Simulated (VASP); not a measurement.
Runs of VASP 6.6.1 on CoSi2. The structure is that of space group Fm-3m (No. 225), or close to it. The cells are those of the table. 

| cell | gap on the mesh (eV) | pressure (GPa) |
| --- | --- | --- |
| a = 3.719 Å, angles 60.0°, 3 atoms | none | (a) |
| a = 3.756 Å, angles 60.0°, 3 atoms | none | (b) |
| a = 3.830 Å, angles 60.0°, 3 atoms | none | -9.9 |
| a = 3.680 Å, angles 60.0°, 3 atoms | none | 14.0 |
| a = 3.794 Å, angles 60.0°, 3 atoms | none | -5.4 |

Alike in all rows: task single point; level PBEsol; potentials or basis VASP PAW PBE potentials, release 64 (Co, Si); no spin polarisation; k mesh 14 × 14 × 14; cutoff (eV) 520; smearing gaussian 0.1 eV.

Estimate the missing entries.

(a) 6.5; (b) 0.1.

Caveats: the PAW data sets were made with another functional, which shifts forces and pressure a little; the run has no spin polarisation, though such a crystal can be magnetic; the cell stands under pressure (at least some runs); the cell stands under tension (at least some runs).

A gap of «none» marks levels without a gap at the run's occupations.
